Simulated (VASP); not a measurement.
# NiN2 (Pnnm) in VASP: notebook, part 2 of 2

VASP 6.6.1. The steps go on from the part before.

**3. Relaxation of cell and atoms, PBE**

This run uses another cell than the first one, of 8.36 Å³/atom, 1.008 times its volume.

INCAR

```
ALGO = Normal ; EDIFF = 1E-6
EDIFFG = -0.04 ; ENCUT = 600
GGA = PE ; IBRION = 2
ISIF = 3 ; ISMEAR = 0
LASPH = T ; LCHARG = F
LREAL = F ; LWAVE = F
NELM = 60 ; NSW = 90
PREC = Accurate ; SIGMA = 0.1
```

KPOINTS

```
k-points
0
Gamma
  4 4 6
```

POSCAR

```
NiN2
1.0
    4.1671753584      0.0000000000      0.0000000000
    0.0000000000      4.2940605055      0.0000000000
    0.0000000000      0.0000000000      2.8048295681
Ni N
2 4
Direct
    0.5000000000      0.5000000000      0.5000000000
    0.0000000000      0.0000000000      0.0000000000
    0.2250000000      0.8250000000      0.5000000000
    0.7250000000      0.6750000000      0.0000000000
    0.7750000000      0.1750000000      0.5000000000
    0.2750000000      0.3250000000      0.0000000000
```

Potentials or basis: VASP PAW PBE potentials, release 64 (Ni, N).

Started as:

```console
cat potpaw_PBE.64/Ni/POTCAR potpaw_PBE.64/N/POTCAR > POTCAR
mpirun -np 1 vasp_std > vasp.out
```

OUTCAR:

```text
EDIFF = 1E-6
   EDIFFG = -0.04
   ENCUT = 600
   GGA = PE
   IBRION = 2
   ISIF = 3
   ISMEAR = 0
   LASPH = T
   LREAL = F
   NELM = 60
   NSW = 90
   PREC = Accurate

 ion  position               nearest neighbor table
   1  0.500  0.500  0.500-   3 1.81   5 1.81   4 1.85   6 1.85   4 1.85   6 1.85
   2  0.000  0.000  0.000-   4 1.81   6 1.81   5 1.85   3 1.85   3 1.85   5 1.85
   3  0.225  0.825  0.500-   1 1.81   2 1.85   2 1.85
   4  0.725  0.675  0.000-   2 1.81   1 1.85   1 1.85
   5  0.775  0.175  0.500-   1 1.81   2 1.85   2 1.85
   6  0.275  0.325  0.000-   2 1.81   1 1.85   1 1.85

  LATTYP: Found a simple orthorhombic cell.
 ALAT       =     2.8048295681
 B/A-ratio  =     1.4857142857
 C/A-ratio  =     1.5309523810

  Lattice vectors:

 A1 = (   0.0000000000,   0.0000000000,   2.8048295681)
 A2 = (   4.1671753584,   0.0000000000,   0.0000000000)
 A3 = (   0.0000000000,   4.2940605055,   0.0000000000)

Analysis of symmetry for initial positions (statically):
=====================================================================
 Subroutine PRICEL returns:
 Original cell was already a primitive cell.

 Routine SETGRP: Setting up the symmetry group for a
 simple orthorhombic supercell.

 Subroutine GETGRP returns: Found  8 space group operations
 (whereof  4 operations were pure point group operations)
 out of a pool of  8 trial point group operations.

The static configuration has the point symmetry C_2h.
[... 183 lines left out ...]
  external PRESSURE =     216.1781191 kB  Pullay stress =       0.0000000 kB
[... 101 lines left out ...]
  FREE ENERGIE OF THE ION-ELECTRON SYSTEM (eV)
  ---------------------------------------------------
  free  energy   TOTEN  =       -36.0085249188 eV

  energy  without entropy=      -35.9901784049  energy(sigma->0) =      -35.99935166

 E-fermi :  13.1625     XC(G=0): -13.7188

 val. band max:       12.9064749246   @ k =   0.0000   0.0000   0.3333
 cond. band min:      13.1678094089   @ k =   0.0000   0.5000   0.3333
 fundamental gap:      0.2613344843
 Fermi energy:        13.1624994087

 k-point     1 :       0.0000    0.0000    0.0000
  band No.  band energies     occupation
      1     -20.3340      2.00000
      2     -20.2169      2.00000
      3      -3.6825      2.00000
      4      -3.3590      2.00000
      5      -2.4614      2.00000
      6      -0.2978      2.00000
[... 637 lines left out ...]
     23      19.2258      0.00000
     24      19.2258      0.00000

 [... further k-points ...]

[... ionic steps 4 to 40 ...]

--------------------------------------- Ionic step       41  -------------------------------------------

 number of electron      40.0000004 magnetization

------------------------ aborting loop because EDIFF is reached ----------------------------------------
[... 75 lines left out ...]
--------------------------------------- Ionic step       43  -------------------------------------------

 number of electron      40.0000016 magnetization

 Free energy of the ion-electron system (eV)
  ---------------------------------------------------
  ext. energy  EPLUGINS =         0.00000000
  ---------------------------------------------------
  free energy    TOTEN  =       -42.74715943 eV

  energy without entropy =      -42.73350367  energy(sigma->0) =      -42.74033155

 E-fermi :   7.9133     XC(G=0): -12.5557

 val. band max:        7.9119843015   @ k =   0.2500   0.2500   0.3333
 cond. band min:       7.9201503051   @ k =   0.2500   0.2500   0.3333
 fundamental gap:      0.0081660036
 Fermi energy:         7.9132949759

 k-point     1 :       0.0000    0.0000    0.0000
  band No.  band energies     occupation
      1     -14.1421      2.00000
      2     -13.1934      2.00000
      3      -3.7689      2.00000
      4      -3.1024      2.00000
      5      -0.7336      2.00000
      6       0.2314      2.00000
[... 672 lines left out ...]
  FREE ENERGIE OF THE ION-ELECTRON SYSTEM (eV)
  ---------------------------------------------------
  free  energy   TOTEN  =       -42.7471594312 eV

  energy  without entropy=      -42.7335036674  energy(sigma->0) =      -42.74033155

 reached required accuracy - stopping structural energy minimisation
```

OSZICAR:

```text
N       E                     dE             d eps       ncg     rms          rms(c)
DAV:   1     0.366383518830E+03    0.36638E+03   -0.21739E+04  1736   0.230E+03
DAV:   2    -0.452190759484E+01   -0.37091E+03   -0.35604E+03  2008   0.472E+02
DAV:   3    -0.521808514858E+02   -0.47659E+02   -0.46072E+02  2296   0.177E+02
[... 475 lines left out ...]
DAV:   5    -0.427471638136E+02    0.18784E-03   -0.12562E-03  1888   0.377E-01    0.423E-02
DAV:   6    -0.427471588577E+02    0.49559E-05   -0.11276E-04  2512   0.930E-02    0.194E-02
DAV:   7    -0.427471584481E+02    0.40959E-06   -0.16706E-05  2528   0.477E-02    0.789E-03
DAV:   8    -0.427471595709E+02   -0.11228E-05   -0.22042E-06   872   0.200E-02    0.354E-03
DAV:   9    -0.427471594312E+02    0.13970E-06   -0.98133E-07   864   0.138E-02
  43 F= -.42747159E+02 E0= -.42740332E+02  d E =-.443197E-02
```

Wall time 11 min (1 thread of Intel Xeon 6975P-C (Granite Rapids), shared host); peak memory 0.21 GiB.

What came out:

| Quantity | Value |
| --- | --- |
| Free energy | -42.7472 eV |
| Relaxed volume | 8.36 Å³/atom |
| Relaxed cell | a = 3.765 Å, b = 4.637 Å, c = 2.874 Å, α = 90.00°, β = 90.00°, γ = 90.00° |
| Space group after relaxing (to 0.05 Å) | Pnnm (No. 58) |
| Energy gained by relaxing | 1184.0 meV/atom |
| Ionic steps | 43 |
| Pressure after relaxing | -0.3 GPa |
| Largest force after relaxing | 0.022 eV/Å |
| Band gap on the k mesh | zero (band 20 reaches 7.95 eV, above the bottom of band 21 at 7.75 eV) |

Forces in eV/Å, atoms in the order of the input:
```
Ni   0.000  0.000  0.000
Ni   0.000  0.000  0.000
N   -0.011  0.019  0.000
N   -0.011 -0.019  0.000
N    0.011 -0.019  0.000
N    0.011  0.019  0.000
```

The path:
| step | energy change (eV) | largest force (eV/Å) | pressure (GPa) | volume (Å³) |
| --- | --- | --- | --- | --- |
| 1 | 0.0000 | 0.7201 | 21.62 | 50.19 |
| 3 | -0.3656 | 0.6369 | -3.59 | 55.03 |
| 5 | -1.2760 | 1.8814 | -10.89 | 53.81 |
| 7 | 42.9613 | 124.9272 | 493.69 | 38.12 |
| 9 | -0.1062 | 4.0404 | 50.57 | 45.25 |
| 11 | -0.1465 | 4.0741 | 51.29 | 45.29 |
| 13 | -0.2051 | 4.0921 | 52.23 | 45.40 |
| 15 | -0.5572 | 3.9005 | 45.39 | 46.03 |
| 17 | -1.6334 | 3.2002 | 22.84 | 48.61 |
| 19 | -2.5215 | 3.3166 | -19.80 | 59.78 |
| 21 | -3.0616 | 1.7909 | -8.70 | 56.61 |
| 23 | -3.6516 | 1.1895 | -1.97 | 57.12 |
| 25 | -5.6143 | 1.2732 | -11.29 | 56.87 |
| 27 | -6.3959 | 1.8909 | -9.43 | 55.11 |
| 29 | -6.8521 | 2.2501 | 4.32 | 52.27 |
| 31 | -6.9593 | 0.5384 | -2.14 | 51.96 |
| 33 | -7.0168 | 0.3505 | -2.00 | 51.60 |
| 35 | -7.0828 | 0.2561 | -0.56 | 50.57 |
| 37 | -7.0936 | 0.2889 | -1.64 | 50.26 |
| 39 | -7.0998 | 0.0580 | 0.49 | 49.92 |
| 41 | -7.1009 | 0.0674 | 0.58 | 49.91 |
| 43 | -7.1042 | 0.0222 | -0.33 | 50.17 |

Final structure:
```yaml
crystal:
  lattice:
    - [3.76491, 0.00000, 0.00000]
    - [0.00000, 4.63672, 0.00000]
    - [0.00000, 0.00000, 2.87410]
  atoms:
    - { symbol: Ni, position: [0.50000, 0.50000, 0.50000] }
    - { symbol: Ni, position: [0.00000, 0.00000, 0.00000] }
    - { symbol: N, position: [0.36844, 0.91549, 0.50000] }
    - { symbol: N, position: [0.86844, 0.58451, 0.00000] }
    - { symbol: N, position: [0.63156, 0.08451, 0.50000] }
    - { symbol: N, position: [0.13156, 0.41549, 0.00000] }
```

Caveat: the k points lie up to 0.42 Å⁻¹ apart in the final cell; the run has no spin polarisation, though such a crystal can be magnetic.

**4. Single point, PBE, collinear spin, ferromagnetic start**

This run uses another cell than the first one, of 8.36 Å³/atom, 1.008 times its volume.

INCAR

```
ALGO = Normal ; EDIFF = 1E-7
ENCUT = 520 ; GGA = PE
ISIF = 2 ; ISMEAR = 0
ISPIN = 2 ; LASPH = True
LCHARG = False ; LMAXMIX = 4
LORBIT = 11 ; LREAL = False
LWAVE = False ; MAGMOM = 2 2 0 0 0 0
NBANDS = 33 ; NELM = 150
PREC = Accurate ; SIGMA = 0.1
```

KPOINTS is that of step 3.

POSCAR is that of step 3.

Potentials or basis: VASP PAW PBE potentials, release 64 (Ni, N).

Started as:

```console
cat potpaw_PBE.64/Ni/POTCAR potpaw_PBE.64/N/POTCAR > POTCAR
mpirun -np 1 vasp_std > vasp.out
```

OUTCAR:

```text
EDIFF = 1E-7
   ENCUT = 520
   GGA = PE
   ISIF = 2
   ISMEAR = 0
   ISPIN = 2
   LASPH = True
   LORBIT = 11
   LREAL = False
   NELM = 150
   PREC = Accurate

 ion  position               nearest neighbor table
   1  0.500  0.500  0.500-   3 1.81   5 1.81   4 1.85   6 1.85   4 1.85   6 1.85
   2  0.000  0.000  0.000-   4 1.81   6 1.81   5 1.85   3 1.85   3 1.85   5 1.85
   3  0.225  0.825  0.500-   1 1.81   2 1.85   2 1.85
   4  0.725  0.675  0.000-   2 1.81   1 1.85   1 1.85
   5  0.775  0.175  0.500-   1 1.81   2 1.85   2 1.85
   6  0.275  0.325  0.000-   2 1.81   1 1.85   1 1.85

  LATTYP: Found a simple orthorhombic cell.
 ALAT       =     2.8048295681
 B/A-ratio  =     1.4857142857
 C/A-ratio  =     1.5309523810

  Lattice vectors:

 A1 = (   0.0000000000,   0.0000000000,   2.8048295681)
 A2 = (   4.1671753584,   0.0000000000,   0.0000000000)
 A3 = (   0.0000000000,   4.2940605055,   0.0000000000)

Analysis of symmetry for initial positions (statically):
=====================================================================
 Subroutine PRICEL returns:
 Original cell was already a primitive cell.

 Routine SETGRP: Setting up the symmetry group for a
[... 1900 lines left out ...]
  in kB      112.4945647    270.0812856    274.4219839      0.0000000      0.0000000      0.0000000
  external PRESSURE =     218.9992781 kB  Pullay stress =       0.0000000 kB

 VOLUME and BASIS-vectors are now :
 -----------------------------------------------------------------------------
  energy-cutoff  :      520.00
  volume of cell :       50.19
      direct lattice vectors                 reciprocal lattice vectors
     4.167175358  0.000000000  0.000000000     0.239970703  0.000000000  0.000000000
     0.000000000  4.294060506  0.000000000     0.000000000  0.232879811  0.000000000
     0.000000000  0.000000000  2.804829568     0.000000000  0.000000000  0.356527902

 POSITION                                       TOTAL-FORCE (eV/Angst)
 -----------------------------------------------------------------------------------
      2.08359      2.14703      1.40241        -0.000000      0.000000      0.000000
      0.00000      0.00000      0.00000        -0.000000      0.000000      0.000000
      0.93761      3.54260      1.40241         0.440463      0.570322      0.000000
      3.02120      2.89849      0.00000         0.440463     -0.570322      0.000000
      3.22956      0.75146      1.40241        -0.440463     -0.570322      0.000000
      1.14597      1.39557      0.00000        -0.440463      0.570322      0.000000
 -----------------------------------------------------------------------------------
    total drift:                                0.000000     -0.000000     -0.000000

  FREE ENERGIE OF THE ION-ELECTRON SYSTEM (eV)
  ---------------------------------------------------
  free  energy   TOTEN  =       -35.6372459686 eV

  energy  without entropy=      -35.6200422060  energy(sigma->0) =      -35.62864409

 total charge

# of ion       s       p       d       tot
------------------------------------------
    1        0.619   1.069   8.318  10.006
    2        0.619   1.069   8.318  10.006
    3        1.321   2.264   0.000   3.585
    4        1.321   2.264   0.000   3.585
    5        1.321   2.264   0.000   3.585
    6        1.321   2.264   0.000   3.585
--------------------------------------------------
tot          6.523  11.194  16.636  34.353

 magnetization (x)

# of ion       s       p       d       tot
------------------------------------------
    1        0.000   0.000  -0.000  -0.000
    2        0.000   0.000  -0.000  -0.000
    3       -0.000  -0.000   0.000  -0.000
    4       -0.000  -0.000   0.000  -0.000
    5       -0.000  -0.000   0.000  -0.000
    6       -0.000  -0.000   0.000  -0.000
--------------------------------------------------
tot         -0.000  -0.001  -0.000  -0.001
```

OSZICAR:

```text
N       E                     dE             d eps       ncg     rms          rms(c)
DAV:   1     0.343143130086E+03    0.34314E+03   -0.18504E+04  4856   0.151E+03
DAV:   2    -0.142944880964E+02   -0.35744E+03   -0.32104E+03  5127   0.366E+02
DAV:   3    -0.553898746987E+02   -0.41095E+02   -0.39148E+02  5390   0.132E+02
[... 15 lines left out ...]
DAV:  19    -0.356372639343E+02   -0.30932E-04   -0.10939E-04  6767   0.872E-02    0.756E-02
DAV:  20    -0.356372451832E+02    0.18751E-04   -0.51316E-05  5714   0.521E-02    0.166E-02
DAV:  21    -0.356372461817E+02   -0.99844E-06   -0.13857E-05  5796   0.224E-02    0.110E-02
DAV:  22    -0.356372460351E+02    0.14656E-06   -0.22309E-06  6084   0.135E-02    0.570E-03
DAV:  23    -0.356372459686E+02    0.66455E-07   -0.62714E-07  6074   0.566E-03
   1 F= -.35637246E+02 E0= -.35628644E+02  d E =-.172038E-01  mag=    -0.0004
```

stdout:

```text
POSCAR found type information on POSCAR NiN
 POSCAR found :  2 types and       6 ions
 scaLAPACK will be used
 LDA part: xc-table for (Slater+PW92), standard interpolation
 POSCAR, INCAR and KPOINTS ok, starting setup
 FFT: planning ... GRIDC
 FFT: planning ... GRID_SOFT
 FFT: planning ... GRID
 WAVECAR not read
 entering main loop
```

Wall time 72 s (1 thread of Intel Xeon 6975P-C (Granite Rapids), shared host); peak memory 0.23 GiB.

What came out:

| Item | Value |
| --- | --- |
| Free energy | -35.6372 eV |
| Pressure | 21.9 GPa |
| Largest force | 0.721 eV/Å |
| Band gap on the k mesh | zero (filled and empty bands overlap) |
| Net moment | 0.00 μB per cell |
| Valence electrons inside the program's atomic spheres | Ni 10.01; N 3.58 |

Forces in eV/Å, atoms in the order of the input:
```
Ni   0.000  0.000  0.000
Ni   0.000  0.000  0.000
N    0.440  0.570  0.000
N    0.440 -0.570  0.000
N   -0.440 -0.570  0.000
N   -0.440  0.570  0.000
```

Stress tensor (GPa, compression positive):
```
11.25  0.00  0.00
 0.00 27.01  0.00
 0.00  0.00 27.44
```

Caveat: the k points lie up to 0.38 Å⁻¹ apart; the starting moments collapsed, and a magnetic state may lie lower.

**5. Single point, PBE**

INCAR

```
SYSTEM = NiN2
PREC     = Accurate       ! precision mode
ENCUT    = 520            ! plane-wave cutoff, eV
EDIFF    = 1E-7           ! SCF threshold, eV
ISMEAR   = 0              ! smearing method
SIGMA    = 0.1            ! smearing width, eV
LREAL    = .FALSE.        ! projectors in reciprocal space
LASPH    = .TRUE.         ! aspherical terms in the spheres
NELM     = 80             ! most SCF steps
ALGO     = Normal         ! electronic algorithm
ISIF     = 2              ! what is computed and relaxed
LWAVE    = .FALSE.        ! write WAVECAR
LCHARG   = .FALSE.        ! write CHGCAR
GGA      = PE             ! functional
NBANDS   = 29             ! bands
```

KPOINTS

```
Automatic mesh
0
G
  10 8 14
  0 0 0
```

POSCAR

```
NiN2
1.0
    3.7560922481      0.0000000000      0.0000000000
    0.0000000000      4.6281284926      0.0000000000
    0.0000000000      0.0000000000      2.8636089714
Ni N
2 4
Direct
    0.5000000000      0.5000000000      0.5000000000
    0.0000000000      0.0000000000      0.0000000000
    0.3674985281      0.9155546558      0.5000000000
    0.8674985281      0.5844453442      0.0000000000
    0.6325014719      0.0844453442      0.5000000000
    0.1325014719      0.4155546558      0.0000000000
```

Started as:

```console
cat potpaw_PBE.64/Ni/POTCAR potpaw_PBE.64/N/POTCAR > POTCAR
mpirun -np 1 vasp_std > vasp.out
```

It took 2.8 min on 1 thread of Intel Xeon 6975P-C (Granite Rapids), shared host; peak memory 0.37 GiB.

It converged, with:

```
Free energy            : -42.7659 eV
Pressure               : 0.6 GPa
Largest force          : 0.038 eV/Å
Band gap on the k mesh : zero (band 20 reaches 8.05 eV, above the bottom of band 21 at 7.84 eV)
```

Forces on the atoms (eV/Å):
```
Ni   0.000  0.000  0.000
Ni   0.000  0.000  0.000
N    0.031  0.023  0.000
N    0.031 -0.023  0.000
N   -0.031 -0.023  0.000
N   -0.031  0.023  0.000
```

Stress tensor (GPa, compression positive):
```
0.68 0.00 0.00
0.00 0.64 0.00
0.00 0.00 0.46
```

Levels at points of the mesh, in eV from the Fermi level:
```tsv
k point	band 16	band 17	band 18	band 19	band 20	band 21	band 22	band 23	band 24	band 25
(0.00, 0.00, 0.00)	-2.26	-2.02	-1.85	-1.85	-1.73	0.87	3.68	3.83	4.16	8.40
(0.50, 0.00, 0.00)	-2.09	-1.74	-1.74	-0.37	-0.37	1.71	1.71	2.28	2.28	7.56
(0.00, 0.50, 0.00)	-2.10	-1.58	-1.58	-1.01	-1.01	0.87	0.87	3.52	3.52	7.79
(0.50, 0.50, 0.00)	-1.82	-0.20	-0.20	0.05	0.05	0.32	0.32	1.27	1.27	8.24
(0.00, 0.00, 0.50)	-2.12	-1.31	-1.31	-0.21	-0.21	0.21	0.21	1.49	1.49	9.31
(0.50, 0.00, 0.50)	-2.34	-1.88	-1.88	-1.05	-1.05	1.10	1.10	3.79	3.79	10.09
(0.00, 0.50, 0.50)	-1.30	-1.28	-1.28	-0.35	-0.35	-0.16	-0.16	0.21	0.21	10.32
(0.50, 0.50, 0.50)	-2.07	-1.43	-1.43	-1.21	-1.21	1.47	1.47	2.76	2.76	8.33
```

Caveat: the run has no spin polarisation, though such a crystal can be magnetic. Spin polarisation is off, so any magnetic state and its effect on volume and gap are missing.

**6. Summary**

```tsv
task	cell	k mesh	cutoff (eV)	gap on the mesh (eV)	pressure (GPa)	largest force (eV/Å)
single point	a = 3.752, b = 4.632, c = 2.866 Å, 6 atoms	4 × 4 × 6	520	none	0.6	0.06
relaxation of cell and atoms	relaxed from a = 4.167, b = 4.294, c = 2.805 Å, 6 atoms	4 × 4 × 6	600	none	-0.3	0.02
single point	a = 3.756, b = 4.628, c = 2.864 Å, 6 atoms	10 × 8 × 14	520	none	0.6	0.04
```

Alike in all rows: level PBE; potentials or basis VASP PAW PBE potentials, release 64 (Ni, N); no spin polarisation; smearing gaussian 0.1 eV.

Caveats: some runs use coarse meshes; the run has no spin polarisation, though such a crystal can be magnetic.

Total energies depend on the potentials used, so only differences within one code and one set of settings carry meaning.
